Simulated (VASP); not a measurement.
# ZnS in VASP: further runs

Runs on ZnS. Level: PBE. Tasks: single point, relaxation of cell and atoms.

Program: VASP 6.6.1. These are calculated values, not measurements. Logs are shortened: lines on timing, memory, paths and dates and some standing lists are left out, and cuts for length are marked.

### Step 1. The cell of the first run

It takes space group F-43m (No. 216, cubic). Conventional cell: a = 5.442 Å, b = 5.442 Å, c = 5.442 Å, α = 90.00°, β = 90.00°, γ = 90.00°. Zn (site symmetry -43m) has 4 S at 2.36 Å within 3.1 Å. Within 3.1 Å of S (site symmetry -43m) lie 4 Zn at 2.36 Å.

### Step 2. Single point, PBE

File INCAR:

```
  PREC = Accurate
  ENCUT = 520
  EDIFF = 1E-6
  ISMEAR = 0
  SIGMA = 0.02
  LREAL = False
  LASPH = True
  NELM = 60
  ALGO = Normal
  ISIF = 2
  LWAVE = False
  LCHARG = True
  GGA = PE
  LELF = True
  LVHAR = True
  NBANDS = 16
```

File KPOINTS:

```
regular mesh
0
Gamma
  10 10 10
```

File POSCAR:

```
ZnS
1.0
    0.0000000000      2.7211543742      2.7211543742
    2.7211543742      0.0000000000      2.7211543742
    2.7211543742      2.7211543742      0.0000000000
Zn S
1 1
Direct
    0.0000000000      0.0000000000      0.0000000000
    0.2500000000      0.2500000000      0.2500000000
```

Potentials or basis: VASP PAW PBE potentials, release 64 (Zn, S).

Run with:

```console
cat potpaw_PBE.64/Zn/POTCAR potpaw_PBE.64/S/POTCAR > POTCAR
mpirun -np 1 vasp_std > vasp.out
```

OUTCAR:

```text
PREC = Accurate
   ENCUT = 520
   EDIFF = 1E-6
   ISMEAR = 0
   LREAL = False
   LASPH = True
   NELM = 60
   ISIF = 2
   GGA = PE

 ion  position               nearest neighbor table
   1  0.000  0.000  0.000-   2 2.36   2 2.36   2 2.36   2 2.36
   2  0.250  0.250  0.250-   1 2.36   1 2.36   1 2.36   1 2.36

  LATTYP: Found a face centered cubic cell.
 ALAT       =     5.4423087484

  Lattice vectors:

 A1 = (   0.0000000000,   2.7211543742,   2.7211543742)
 A2 = (   2.7211543742,   0.0000000000,   2.7211543742)
 A3 = (   2.7211543742,   2.7211543742,   0.0000000000)

Analysis of symmetry for initial positions (statically):
=====================================================================
 Subroutine PRICEL returns:
 Original cell was already a primitive cell.

 Routine SETGRP: Setting up the symmetry group for a
 face centered cubic supercell.

 Subroutine GETGRP returns: Found 24 space group operations
 (whereof 24 operations were pure point group operations)
 out of a pool of 48 trial point group operations.

The static configuration has the point symmetry T_d .

Analysis of symmetry for dynamics (positions and initial velocities):
=====================================================================
 Subroutine PRICEL returns:
 Original cell was already a primitive cell.

 Routine SETGRP: Setting up the symmetry group for a
 face centered cubic supercell.

 Subroutine GETGRP returns: Found 24 space group operations
 (whereof 24 operations were pure point group operations)
 out of a pool of 48 trial point group operations.

The dynamic configuration has the point symmetry T_d .

 Subroutine INISYM returns: Found 24 space group operations
 (whereof 24 operations are pure point group operations),
 and found     1 'primitive' translations

----------------------------------------------------------------------------------------

                                     Primitive cell

  volume of cell :      40.2986

  direct lattice vectors                    reciprocal lattice vectors
     0.000000000  2.721154374  2.721154374    -0.183745547  0.183745547  0.183745547
     2.721154374  0.000000000  2.721154374     0.183745547 -0.183745547  0.183745547
     2.721154374  2.721154374  0.000000000     0.183745547  0.183745547 -0.183745547

  length of vectors
     3.848293421  3.848293421  3.848293421     0.318256624  0.318256624  0.318256624

  position of ions in fractional coordinates (direct lattice)
     0.000000000  0.000000000  0.000000000
     0.250000000  0.250000000  0.250000000

  ion indices of the primitive-cell ions
   primitive index   ion index
                 1           1
                 2           2

----------------------------------------------------------------------------------------

 KPOINTS: regular mesh

Automatic generation of k-mesh.
 Grid dimensions read from file:
 generate k-points for:   10   10   10

 Generating k-lattice:

  Cartesian coordinates                     Fractional coordinates (reciprocal lattice)
    -0.018374555  0.018374555  0.018374555     0.100000000  0.000000000  0.000000000
     0.018374555 -0.018374555  0.018374555     0.000000000  0.100000000  0.000000000
     0.018374555  0.018374555 -0.018374555     0.000000000  0.000000000  0.100000000

  Length of vectors
     0.031825662  0.031825662  0.031825662

  Shift w.r.t. Gamma in fractional coordinates (k-lattice)
     0.000000000  0.000000000  0.000000000

 Subroutine IBZKPT returns following result:
 ===========================================

 Found     47 irreducible k-points:

 Following reciprocal coordinates:
            Coordinates               Weight
  0.000000  0.000000  0.000000      1.000000
  0.100000  0.000000  0.000000      8.000000
  0.200000  0.000000  0.000000      8.000000
  0.300000  0.000000  0.000000      8.000000
  0.400000  0.000000  0.000000      8.000000
  0.500000  0.000000  0.000000      4.000000
[... 16 lines left out ...]
  0.300000  0.300000  0.000000      6.000000
  0.400000  0.300000  0.000000     24.000000
 [... further k-points ...]
   k-points           NKPTS =     47   k-points in BZ     NKDIM =     47   number of bands    NBANDS=     16
   number of dos      NEDOS =    301   number of ions     NIONS =      2
   total plane-waves  NPLWV =  27000
   dimension x,y,z NGX =    30 NGY =   30 NGZ =   30
   dimension x,y,z NGXF=    60 NGYF=   60 NGZF=   60
   ions per type =               1   1
   NGX,Y,Z   is equivalent  to a cutoff of  12.96, 12.96, 12.96 a.u.
   NGXF,Y,Z  is equivalent  to a cutoff of  25.92, 25.92, 25.92 a.u.
 SYSTEM =  unknown system
   PREC   = accura    normal or accurate (medium, high low for compatibility)
   ISTART =      0    job   : 0-new  1-cont  2-samecut
   ICHARG =      2    charge: 1-file 2-atom 10-const
   ISPIN  =      1    spin polarized calculation?
   LNONCOLLINEAR =      F non collinear calculations
   LSORBIT =      F    spin-orbit coupling
   LASPH  =      T    aspherical Exc in radial PAW
   ENCUT  =  520.0 eV  38.22 Ry    6.18 a.u.   7.16  7.16  7.16*2*pi/ulx,y,z
   NELM   =     60;   NELMIN=  2; NELMDL= -5     # of ELM steps
   EDIFF  = 0.1E-05   stopping-criterion for ELM
   LREAL  =      F    real-space projection
   EDIFFG = 0.1E-04   stopping-criterion for IOM
   NSW    =      0    number of steps for IOM
   IBRION =     -1    ionic relax: 0-MD 1-quasi-New 2-CG
   NFREE  =      0    steps in history (QN), initial steepest desc. (CG)
   ISIF   =      2    stress and relaxation
   ISYM   =      2    0-nonsym 1-usesym 2-fastsym
   POTIM  = 0.5000    time-step for ionic-motion
   TEBEG  =    0.0;   TEEND  =   0.0 temperature during run
   PSTRESS=    0.0 pullay stress
   NELECT =      18.0000    total number of electrons
   NUPDOWN=      -1.0000    fix difference up-down
   EMIN   =  10.00;   EMAX   =-10.00  energy-range for DOS
   EFERMI =   0.00;   METHOD = LEGACY
   ISMEAR =     0;   SIGMA  =   0.02  broadening in eV -4-tet -1-fermi 0-gaus
   EFERMI_NEDOS =   21; number of points for ismear=-14 and -15
   IALGO  =     38    algorithm
   IMIX   =      4    mixing-type and parameters
     AMIX     =   0.40;   BMIX     =  1.00
     AMIX_MAG =   1.60;   BMIX_MAG =  1.00
  volume/ion in A,a.u.               =      20.15       135.97
  Fermi-wavevector in a.u.,A,eV,Ry     =   1.251418  2.364838 21.307372  1.566048
  Thomas-Fermi vector in A             =   2.385367
   LORBIT       =      0    0 simple, 1 ext, 2 COOP (PROOUT), +10 PAW based schemes
   GGA     = PE    functional components
   LHFCALC =     F    Hartree Fock is set to
   AEXX    =    0.0000 exact exchange contribution
   IVDW    =     0    specifies the selected vdW correction
   LEPSILON=     F    determine dielectric tensor
   LRPA    =     F    only Hartree local field effects (RPA)
 non-spin polarized calculation
 Gauss-broadening in eV      SIGMA  =   0.02
  energy-cutoff  :      520.00
  volume of cell :       40.30
 maximum number of plane-waves:      1106
 NGX is ok and might be reduce to    30
   NGX = 15   NGY = 15   NGZ = 15

 number of electron      18.0000008 magnetization

 Free energy of the ion-electron system (eV)
  ---------------------------------------------------
  ext. energy  EPLUGINS =         0.00000000
  ---------------------------------------------------
  free energy    TOTEN  =        -6.85256322 eV

  energy without entropy =       -6.85256322  energy(sigma->0) =       -6.85256322

 E-fermi :   2.0539     XC(G=0):  -9.5310

 val. band max:        1.9116704750   @ k =   0.0000   0.0000   0.0000
 cond. band min:       3.9332397214   @ k =   0.0000   0.0000   0.0000
 fundamental gap:      2.0215692464
 Fermi energy:         2.0538983026

 k-point     1 :       0.0000    0.0000    0.0000
  band No.  band energies     occupation
      1     -11.0832      2.00000
      2      -4.3457      2.00000
      3      -4.3457      2.00000
      4      -4.3457      2.00000
      5      -3.8724      2.00000
      6      -3.8724      2.00000
[... 8 lines left out ...]
     15      13.6495      0.00000
     16      13.6634      0.00000

 k-point     2 :       0.1000    0.0000    0.0000
  band No.  band energies     occupation
      1     -11.0104      2.00000
      2      -4.3447      2.00000
      3      -4.3326      2.00000
      4      -4.3326      2.00000
      5      -3.8736      2.00000
      6      -3.8736      2.00000
[... 8 lines left out ...]
     15      13.2144      0.00000
     16      14.2501      0.00000

 k-point     3 :       0.2000    0.0000    0.0000
  band No.  band energies     occupation
      1     -10.8098      2.00000
      2      -4.3240      2.00000
      3      -4.3000      2.00000
      4      -4.3000      2.00000
      5      -3.8735      2.00000
      6      -3.8735      2.00000
[... 8 lines left out ...]
     15      12.8020      0.00000
     16      14.3680      0.00000

 k-point     4 :       0.3000    0.0000    0.0000
  band No.  band energies     occupation
      1     -10.5382      2.00000
      2      -4.2651      2.00000
      3      -4.2651      2.00000
      4      -4.2332      2.00000
      5      -3.8657      2.00000
      6      -3.8657      2.00000
[... 8 lines left out ...]
     15      13.1583      0.00000
     16      13.8132      0.00000
[... 324 lines left out ...]
 k-point    22 :      -0.2000    0.2000    0.0000
  band No.  band energies     occupation
      1     -10.4462      2.00000
      2      -4.2458      2.00000
      3      -4.2421      2.00000
      4      -4.2187      2.00000
      5      -3.8924      2.00000
      6      -3.8365      2.00000
[... 8 lines left out ...]
     15      14.7076      0.00000
     16      16.3856      0.00000

 k-point    23 :       0.3000    0.3000    0.0000
  band No.  band energies     occupation
      1     -10.3557      2.00000
      2      -4.3821      2.00000
      3      -4.1542      2.00000
      4      -4.1542      2.00000
      5      -3.8996      2.00000
      6      -3.8258      2.00000
[... 8 lines left out ...]
     15      14.7148      0.00000
     16      18.4079      0.00000

 k-point    24 :       0.4000    0.3000    0.0000
  band No.  band energies     occupation
      1     -10.1632      2.00000
      2      -4.3470      2.00000
      3      -4.1116      2.00000
      4      -4.1020      2.00000
      5      -3.8459      2.00000
      6      -3.8186      2.00000
[... 8 lines left out ...]
     15      15.2425      0.00000
     16      17.6187      0.00000

 [... further k-points ...]
[... 5 lines left out ...]
  --------------------------------------------------------------------------------------
  -------------------------------------------------------------------------------------
  Total        0.0495692      0.0495692      0.0495692     -0.0000000      0.0000000      0.0000000
  in kB        1.9707563      1.9707563      1.9707563     -0.0000000      0.0000000      0.0000000
  external PRESSURE =       1.9707563 kB  Pullay stress =       0.0000000 kB

 VOLUME and BASIS-vectors are now :
 -----------------------------------------------------------------------------
  energy-cutoff  :      520.00
  volume of cell :       40.30
      direct lattice vectors                 reciprocal lattice vectors
     0.000000000  2.721154374  2.721154374    -0.183745547  0.183745547  0.183745547
     2.721154374  0.000000000  2.721154374     0.183745547 -0.183745547  0.183745547
     2.721154374  2.721154374  0.000000000     0.183745547  0.183745547 -0.183745547

 POSITION                                       TOTAL-FORCE (eV/Angst)
 -----------------------------------------------------------------------------------
      0.00000      0.00000      0.00000         0.000000      0.000000      0.000000
      1.36058      1.36058      1.36058        -0.000000     -0.000000     -0.000000
 -----------------------------------------------------------------------------------
    total drift:                               -0.000000     -0.000000     -0.000000

  FREE ENERGIE OF THE ION-ELECTRON SYSTEM (eV)
  ---------------------------------------------------
  free  energy   TOTEN  =        -6.8525632150 eV

  energy  without entropy=       -6.8525632150  energy(sigma->0) =       -6.85256322
```

Wall time 25 s (1 thread of AMD EPYC 7R43 (Zen 3), shared host); peak memory 0.15 GiB.

Results:

| Item | Value |
| --- | --- |
| Free energy | -6.8526 eV |
| Pressure | 0.2 GPa |
| Band gap on the k mesh | 2.02 eV, direct |

(Part 1 of 2 ends here.)
